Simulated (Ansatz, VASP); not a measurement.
BaTiO3 in VASP and in Ansatz

INCAR

```
PREC     = Accurate       # precision mode
ENCUT    = 520            # plane-wave cutoff, eV
EDIFF    = 1E-6           # SCF threshold, eV
ISMEAR   = 0              # smearing method
SIGMA    = 0.05           # smearing width, eV
LREAL    = Auto         
LASPH    = T              # aspherical terms in the spheres
NELM     = 100            # most SCF steps
ALGO     = Normal         # electronic algorithm
ISIF     = 2              # what is computed and relaxed
LWAVE    = F              # write WAVECAR
LCHARG   = F              # write CHGCAR
GGA      = PE             # functional
NBANDS   = 73             # bands
```

The input KPOINTS:

```
regular mesh
0
Gamma
  6 6 2
```

POSCAR

```
BaTiO3
1.0
    2.8630706609     -1.6529946168     -2.3563003513
    0.0000000000      3.3059892335     -2.3563003513
    8.9436962928      5.1636454622      7.3560499674
Ba Ti O
3 3 9
Direct
    0.9944719334      0.9944719334      0.8831445393
    0.9948878199      0.9948878199      0.2427681394
    0.9946798767      0.9946798767      0.5629563393
    0.4807558324      0.4807558324      0.0872312779
    0.4805478891      0.4805478891      0.4074194778
    0.4803399459      0.4803399459      0.7276076778
    0.5115559028      0.0221794825      0.0773715090
    0.5113479596      0.0219715393      0.3975597090
    0.5111400163      0.0217635960      0.7177479090
    0.0221794825      0.5115559028      0.0773715090
    0.0219715393      0.5113479596      0.3975597090
    0.0217635960      0.5111400163      0.7177479090
    0.5114541403      0.5114541403      0.2340640642
    0.5112461971      0.5112461971      0.5542522641
    0.5110382538      0.5110382538      0.8744404641
```

Input for Ansatz:

```yaml
crystal:
  lattice:
    - [2.8630706609, -1.6529946168, -2.3563003513]
    - [0.0, 3.3059892335, -2.3563003513]
    - [8.9436962928, 5.1636454622, 7.3560499674]
  atoms:
    - { symbol: Ba, position: [0.9944719334, 0.9944719334, 0.8831445393] }
    - { symbol: Ba, position: [0.9948878199, 0.9948878199, 0.2427681394] }
    - { symbol: Ba, position: [0.9946798767, 0.9946798767, 0.5629563393] }
    - { symbol: Ti, position: [0.4807558324, 0.4807558324, 0.0872312779] }
    - { symbol: Ti, position: [0.4805478891, 0.4805478891, 0.4074194778] }
    - { symbol: Ti, position: [0.4803399459, 0.4803399459, 0.7276076778] }
    - { symbol: O, position: [0.5115559028, 0.0221794825, 0.077371509] }
    - { symbol: O, position: [0.5113479596, 0.0219715393, 0.397559709] }
    - { symbol: O, position: [0.5111400163, 0.021763596, 0.717747909] }
    - { symbol: O, position: [0.0221794825, 0.5115559028, 0.077371509] }
    - { symbol: O, position: [0.0219715393, 0.5113479596, 0.397559709] }
    - { symbol: O, position: [0.021763596, 0.5111400163, 0.717747909] }
    - { symbol: O, position: [0.5114541403, 0.5114541403, 0.2340640642] }
    - { symbol: O, position: [0.5112461971, 0.5112461971, 0.5542522641] }
    - { symbol: O, position: [0.5110382538, 0.5110382538, 0.8744404641] }
basis:
  ecutwfc: 420
kpoints:
  mp_grid: { grid: [6, 6, 2] }
hamiltonian:
  xc: pbe
scf:
  occupations: { method: gaussian, width: 0.05 }
output:
  forces: true
  stress: true
  eigenvalues: true
```

Alike in both runs: task single point; functional PBE; k mesh 6 × 6 × 2; occupations gaussian, width 0.05 eV; no spin polarisation.

|  | VASP | Ansatz |
| --- | --- | --- |
| version | VASP 6.6.1 | Ansatz 0.2.0 |
| potentials or method | VASP PAW PBE potentials, release 64 (Ba_sv, Ti_sv, O), cutoff 520 eV | scalar-relativistic, plane waves, PAW |
| valence electrons in the cell | 120 | 120 |

```tsv
	VASP	Ansatz	Ansatz less VASP
gap on the k mesh at the Fermi level (eV)	2.22	2.24	+0.015
least direct gap on the mesh (eV)	2.99	2.99	+0.004
pressure (GPa)	-1.2	-2.6	-1.41
traceless stress, the component that is largest in VASP (GPa)	-0.63	-0.57	+0.063
rms of the force components (eV/Å)	0.227	0.222	-0.0046
```

Atom by atom the forces differ by 0.041 eV/Å (rms over components).

Spin-orbit coupling is off throughout.
